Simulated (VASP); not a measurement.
# P (Pm-3m) in VASP: notebook

The runs below take P through single point, with PBE.

Everything below comes from runs of VASP 6.6.1. Logs are shortened: lines on timing, memory, paths and dates and some standing lists are left out, and cuts for length are marked.

## (1) The cell of the first run

It takes space group Pm-3m (No. 221, cubic). The conventional cell has a = 2.461 Å, b = 2.461 Å, c = 2.461 Å, α = 90.00°, β = 90.00°, γ = 90.00°. Within 3.2 Å of P (site symmetry m-3m) lie 6 P at 2.46 Å.

This isn't the form of P at room conditions, which is orthorhombic.

## (2) Single point, PBE

Input file INCAR:

```
SYSTEM = P
PREC = Accurate
ENCUT = 520
EDIFF = 1E-6
ISMEAR = -1
SIGMA = 0.06122561905347299
LREAL = .False.
LASPH = .True.
NELM = 80
ALGO = Normal
ISIF = 2
LWAVE = .False.
LCHARG = .False.
GGA = PE
NBANDS = 8
```

Input file KPOINTS:

```
Automatic mesh
0
Gamma
  44 44 44
  0 0 0
```

Input file POSCAR:

```
P
1.0
    2.4605889264      0.0000000000      0.0000000000
    0.0000000000      2.4605889264      0.0000000000
    0.0000000000      0.0000000000      2.4605889264
P
1
Direct
    0.0000000000      0.0000000000      0.0000000000
```

Potentials or basis: VASP PAW PBE potentials, release 64 (P).

Run with:

```
> cat potpaw_PBE.64/P/POTCAR > POTCAR
> mpirun -np 1 vasp_std > vasp.out
```

OUTCAR:

```text
SYSTEM = P
   PREC = Accurate
   ENCUT = 520
   EDIFF = 1E-6
   ISMEAR = -1
   LREAL = .False.
   LASPH = .True.
   NELM = 80
   ISIF = 2
   GGA = PE

 ion  position               nearest neighbor table
   1  0.000  0.000  0.000-

  LATTYP: Found a simple cubic cell.
 ALAT       =     2.4605889264

  Lattice vectors:

 A1 = (   2.4605889264,   0.0000000000,   0.0000000000)
 A2 = (   0.0000000000,   2.4605889264,   0.0000000000)
 A3 = (   0.0000000000,   0.0000000000,   2.4605889264)

Analysis of symmetry for initial positions (statically):
=====================================================================
 Subroutine PRICEL returns:
 Original cell was already a primitive cell.

 Routine SETGRP: Setting up the symmetry group for a
 simple cubic supercell.

 Subroutine GETGRP returns: Found 48 space group operations
 (whereof 48 operations were pure point group operations)
 out of a pool of 48 trial point group operations.

The static configuration has the point symmetry O_h .

Analysis of symmetry for dynamics (positions and initial velocities):
=====================================================================
 Subroutine PRICEL returns:
 Original cell was already a primitive cell.

 Routine SETGRP: Setting up the symmetry group for a
 simple cubic supercell.

 Subroutine GETGRP returns: Found 48 space group operations
 (whereof 48 operations were pure point group operations)
 out of a pool of 48 trial point group operations.

The dynamic configuration has the point symmetry O_h .

 Subroutine INISYM returns: Found 48 space group operations
 (whereof 48 operations are pure point group operations),
 and found     1 'primitive' translations

----------------------------------------------------------------------------------------

                                     Primitive cell

  volume of cell :      14.8976

  direct lattice vectors                    reciprocal lattice vectors
     2.460588926  0.000000000  0.000000000     0.406406771  0.000000000  0.000000000
     0.000000000  2.460588926  0.000000000     0.000000000  0.406406771  0.000000000
     0.000000000  0.000000000  2.460588926     0.000000000  0.000000000  0.406406771

  length of vectors
     2.460588926  2.460588926  2.460588926     0.406406771  0.406406771  0.406406771

  position of ions in fractional coordinates (direct lattice)
     0.000000000  0.000000000  0.000000000

  ion indices of the primitive-cell ions
   primitive index   ion index
                 1           1

----------------------------------------------------------------------------------------

 KPOINTS: Automatic mesh

Automatic generation of k-mesh.
 Grid dimensions read from file:
 generate k-points for:   44   44   44

 Generating k-lattice:

  Cartesian coordinates                     Fractional coordinates (reciprocal lattice)
     0.009236518  0.000000000  0.000000000     0.022727273  0.000000000  0.000000000
     0.000000000  0.009236518  0.000000000     0.000000000  0.022727273  0.000000000
     0.000000000  0.000000000  0.009236518     0.000000000  0.000000000  0.022727273

  Length of vectors
     0.009236518  0.009236518  0.009236518

  Shift w.r.t. Gamma in fractional coordinates (k-lattice)
     0.000000000  0.000000000  0.000000000

 Subroutine IBZKPT returns following result:
 ===========================================

 Found   2300 irreducible k-points:

 Following reciprocal coordinates:
            Coordinates               Weight
  0.000000  0.000000  0.000000      1.000000
  0.022727  0.000000  0.000000      6.000000
  0.045455  0.000000  0.000000      6.000000
  0.068182  0.000000  0.000000      6.000000
  0.090909  0.000000  0.000000      6.000000
  0.113636  0.000000  0.000000      6.000000
[... 16 lines left out ...]
  0.500000  0.000000  0.000000      3.000000
  0.022727  0.022727  0.000000     12.000000
 [... further k-points ...]
   k-points           NKPTS =   2300   k-points in BZ     NKDIM =   2300   number of bands    NBANDS=      8
   number of dos      NEDOS =    301   number of ions     NIONS =      1
   total plane-waves  NPLWV =   5832
   dimension x,y,z NGX =    18 NGY =   18 NGZ =   18
   dimension x,y,z NGXF=    36 NGYF=   36 NGZF=   36
   ions per type =               1
   NGX,Y,Z   is equivalent  to a cutoff of  12.16, 12.16, 12.16 a.u.
   NGXF,Y,Z  is equivalent  to a cutoff of  24.32, 24.32, 24.32 a.u.
 SYSTEM =  P
   PREC   = accura    normal or accurate (medium, high low for compatibility)
   ISTART =      0    job   : 0-new  1-cont  2-samecut
   ICHARG =      2    charge: 1-file 2-atom 10-const
   ISPIN  =      1    spin polarized calculation?
   LNONCOLLINEAR =      F non collinear calculations
   LSORBIT =      F    spin-orbit coupling
   LASPH  =      T    aspherical Exc in radial PAW
   ENCUT  =  520.0 eV  38.22 Ry    6.18 a.u.   4.58  4.58  4.58*2*pi/ulx,y,z
   NELM   =     80;   NELMIN=  2; NELMDL= -5     # of ELM steps
   EDIFF  = 0.1E-05   stopping-criterion for ELM
   LREAL  =      F    real-space projection
   EDIFFG = 0.1E-04   stopping-criterion for IOM
   NSW    =      0    number of steps for IOM
   IBRION =     -1    ionic relax: 0-MD 1-quasi-New 2-CG
   NFREE  =      0    steps in history (QN), initial steepest desc. (CG)
   ISIF   =      2    stress and relaxation
   ISYM   =      2    0-nonsym 1-usesym 2-fastsym
   POTIM  = 0.5000    time-step for ionic-motion
   TEBEG  =    0.0;   TEEND  =   0.0 temperature during run
   PSTRESS=    0.0 pullay stress
   NELECT =       5.0000    total number of electrons
   NUPDOWN=      -1.0000    fix difference up-down
   EMIN   =  10.00;   EMAX   =-10.00  energy-range for DOS
   EFERMI =   0.00;   METHOD = LEGACY
   ISMEAR =    -1;   SIGMA  =   0.06  broadening in eV -4-tet -1-fermi 0-gaus
   EFERMI_NEDOS =   21; number of points for ismear=-14 and -15
   IALGO  =     38    algorithm
   IMIX   =      4    mixing-type and parameters
     AMIX     =   0.40;   BMIX     =  1.00
     AMIX_MAG =   1.60;   BMIX_MAG =  1.00
  volume/ion in A,a.u.               =      14.90       100.53
  Fermi-wavevector in a.u.,A,eV,Ry     =   1.137695  2.149931 17.610693  1.294349
  Thomas-Fermi vector in A             =   2.274400
   LORBIT       =      0    0 simple, 1 ext, 2 COOP (PROOUT), +10 PAW based schemes
   GGA     = PE    functional components
   LHFCALC =     F    Hartree Fock is set to
   AEXX    =    0.0000 exact exchange contribution
   IVDW    =     0    specifies the selected vdW correction
   LEPSILON=     F    determine dielectric tensor
   LRPA    =     F    only Hartree local field effects (RPA)
 non-spin polarized calculation
  energy-cutoff  :      520.00
  volume of cell :       14.90
 maximum number of plane-waves:       432
   NGX =  9   NGY =  9   NGZ =  9

 number of electron       5.0000000 magnetization

 Free energy of the ion-electron system (eV)
  ---------------------------------------------------
  ext. energy  EPLUGINS =         0.00000000
  ---------------------------------------------------
  free energy    TOTEN  =        -5.27209965 eV

  energy without entropy =       -5.26779349  energy(sigma->0) =       -5.26994657

 E-fermi :   9.3438     XC(G=0): -11.1774

 val. band max:        9.3360478542   @ k =   0.4773   0.2727   0.2727
 cond. band min:       9.3442699027   @ k =   0.3182   0.2273   0.2045
 fundamental gap:      0.0082220484
 Fermi energy:         9.3438038774

 k-point     1 :       0.0000    0.0000    0.0000
  band No.  band energies     occupation
      1      -6.9482      2.00000
      2      14.2154      0.00000
      3      14.2154      0.00000
      4      14.2154      0.00000
      5      16.1573      0.00000
      6      16.1573      0.00000
      7      23.3313      0.00000
      8      33.4457      0.00000

 k-point     2 :       0.0227    0.0000    0.0000
  band No.  band energies     occupation
      1      -6.9366      2.00000
      2      13.9057      0.00000
      3      14.2245      0.00000
      4      14.2245      0.00000
      5      16.1665      0.00000
      6      16.4535      0.00000
      7      23.3707      0.00000
      8      33.3499      0.00000

 k-point     3 :       0.0455    0.0000    0.0000
  band No.  band energies     occupation
      1      -6.9019      2.00000
      2      13.2520      0.00000
      3      14.2517      0.00000
      4      14.2517      0.00000
      5      16.1942      0.00000
      6      17.0653      0.00000
      7      23.4903      0.00000
      8      33.0755      0.00000

 k-point     4 :       0.0682    0.0000    0.0000
  band No.  band energies     occupation
      1      -6.8441      2.00000
      2      12.4943      0.00000
      3      14.2970      0.00000
      4      14.2970      0.00000
      5      16.2403      0.00000
      6      17.7473      0.00000
      7      23.6944      0.00000
      8      32.6578      0.00000

 k-point     5 :       0.0909    0.0000    0.0000
  band No.  band energies     occupation
      1      -6.7633      2.00000
      2      11.7040      0.00000
      3      14.3601      0.00000
      4      14.3601      0.00000
      5      16.3043      0.00000
      6      18.4208      0.00000
      7      23.9883      0.00000
      8      32.1401      0.00000

 k-point     6 :       0.1136    0.0000    0.0000
  band No.  band energies     occupation
      1      -6.6596      2.00000
      2      10.9051      0.00000
      3      14.4407      0.00000
      4      14.4407      0.00000
      5      16.3859      0.00000
      6      19.0551      0.00000
      7      24.3762      0.00000
      8      31.5563      0.00000

 k-point     7 :       0.1364    0.0000    0.0000
  band No.  band energies     occupation
      1      -6.5332      2.00000
      2      10.1083      0.00001
      3      14.5385      0.00000
      4      14.5385      0.00000
      5      16.4843      0.00000
      6      19.6360      0.00000
      7      24.8571      0.00000
      8      30.9332      0.00000

 k-point     8 :       0.1591    0.0000    0.0000
  band No.  band energies     occupation
      1      -6.3844      2.00000
      2       9.3195      1.19555
      3      14.6529      0.00000
      4      14.6529      0.00000
      5      16.5988      0.00000
      6      20.1603      0.00000
      7      25.4219      0.00000
      8      30.2896      0.00000

 k-point     9 :       0.1818    0.0000    0.0000
  band No.  band energies     occupation
      1      -6.2134      2.00000
      2       8.5427      2.00000
      3      14.7833      0.00000
      4      14.7833      0.00000
      5      16.7285      0.00000
      6      20.6335      0.00000
      7      26.0517      0.00000
      8      29.6392      0.00000

 k-point    10 :       0.2045    0.0000    0.0000
  band No.  band energies     occupation
      1      -6.0208      2.00000
      2       7.7806      2.00000
      3      14.9288      0.00000
      4      14.9288      0.00000
      5      16.8719      0.00000
      6      21.0661      0.00000
      7      26.7188      0.00000
      8      28.9917      0.00000
[... 78 lines left out ...]
 k-point    18 :       0.3864    0.0000    0.0000
  band No.  band energies     occupation
      1      -3.8283      2.00000
      2       2.4854      2.00000
      3      16.4126      0.00000
      4      16.4126      0.00000
      5      18.2411      0.00000
      6      24.1540      0.00000
      7      24.6389      0.00000
      8      24.6389      0.00000

 k-point    19 :       0.4091    0.0000    0.0000
  band No.  band energies     occupation
      1      -3.5175      2.00000
      2       1.9777      2.00000
      3      16.5833      0.00000
      4      16.5833      0.00000
      5      18.3839      0.00000
      6      24.2814      0.00000
      7      24.2814      0.00000
      8      24.5567      0.00000

 k-point    20 :       0.4318    0.0000    0.0000
  band No.  band energies     occupation
      1      -3.2267      2.00000
      2       1.5336      2.00000
      3      16.7296      0.00000
      4      16.7296      0.00000
      5      18.5032      0.00000
      6      23.9894      0.00000
      7      23.9894      0.00000
      8      24.9606      0.00000

 k-point    21 :       0.4545    0.0000    0.0000
  band No.  band energies     occupation
      1      -2.9790      2.00000
      2       1.1764      2.00000
      3      16.8427      0.00000
      4      16.8427      0.00000
      5      18.5932      0.00000
      6      23.7720      0.00000
      7      23.7720      0.00000
      8      25.3532      0.00000

 k-point    22 :       0.4773    0.0000    0.0000
  band No.  band energies     occupation
      1      -2.8069      2.00000
      2       0.9385      2.00000
      3      16.9145      0.00000
      4      16.9145      0.00000
      5      18.6494      0.00000
      6      23.6375      0.00000
      7      23.6375      0.00000
      8      25.6957      0.00000

 k-point    23 :       0.5000    0.0000    0.0000
  band No.  band energies     occupation
      1      -2.7443      2.00000
      2       0.8539      2.00000
      3      16.9392      0.00000
      4      16.9392      0.00000
      5      18.6685      0.00000
      6      23.5919      0.00000
      7      23.5919      0.00000
      8      25.8584      0.00000

 k-point    24 :       0.0227    0.0227    0.0000
  band No.  band energies     occupation
      1      -6.9251      2.00000
      2      13.8229      0.00000
      3      14.0164      0.00000
      4      14.2336      0.00000
      5      16.3254      0.00000
      6      16.5910      0.00000
      7      23.4094      0.00000
      8      33.2532      0.00000

 [... further k-points ...]
[... 5 lines left out ...]
  --------------------------------------------------------------------------------------
  -------------------------------------------------------------------------------------
  Total       -0.1879660     -0.1879660     -0.1879660      0.0000000     -0.0000000     -0.0000000
  in kB      -20.2149509    -20.2149509    -20.2149509      0.0000000     -0.0000000     -0.0000000
  external PRESSURE =     -20.2149509 kB  Pullay stress =       0.0000000 kB

 VOLUME and BASIS-vectors are now :
 -----------------------------------------------------------------------------
  energy-cutoff  :      520.00
  volume of cell :       14.90
      direct lattice vectors                 reciprocal lattice vectors
     2.460588926  0.000000000  0.000000000     0.406406771  0.000000000  0.000000000
     0.000000000  2.460588926  0.000000000     0.000000000  0.406406771  0.000000000
     0.000000000  0.000000000  2.460588926     0.000000000  0.000000000  0.406406771

 POSITION                                       TOTAL-FORCE (eV/Angst)
 -----------------------------------------------------------------------------------
      0.00000      0.00000      0.00000         0.000000      0.000000      0.000000
 -----------------------------------------------------------------------------------
    total drift:                               -0.000000     -0.000000      0.000000

  FREE ENERGIE OF THE ION-ELECTRON SYSTEM (eV)
  ---------------------------------------------------
  free  energy   TOTEN  =        -5.2720996533 eV

  energy  without entropy=       -5.2677934928  energy(sigma->0) =       -5.26994657
```

Wall time 81 s (1 thread of AMD EPYC 9R45 (Zen 5), shared host); peak memory 0.29 GiB.

What came out:

```yaml
Free_energy: -5.2721 eV
Pressure: -2.0 GPa
Band_gap_on_the_k_mesh: zero (an odd number of electrons rules out a gap without spin polarisation)
```

Levels at points of the mesh, in eV from the Fermi level:
| k point | band 1 | band 2 | band 3 | band 4 | band 5 | band 6 | band 7 |
| --- | --- | --- | --- | --- | --- | --- | --- |
| (0.00, 0.00, 0.00) | -16.29 | 4.87 | 4.87 | 4.87 | 6.81 | 6.81 | 13.99 |
| (0.50, 0.00, 0.00) | -12.09 | -8.49 | 7.60 | 7.60 | 9.32 | 14.25 | 14.25 |
| (0.50, 0.50, 0.00) | -7.54 | -5.18 | -5.18 | 1.11 | 10.11 | 16.73 | 16.73 |
| (0.50, 0.50, 0.50) | -2.18 | -2.18 | -2.18 | -1.94 | 4.74 | 4.74 | 4.74 |

Caveat: an odd number of electrons without spin polarisation forces a metal; a magnetic or distorted state may lie lower.

(Continued in part 2 of 2.)
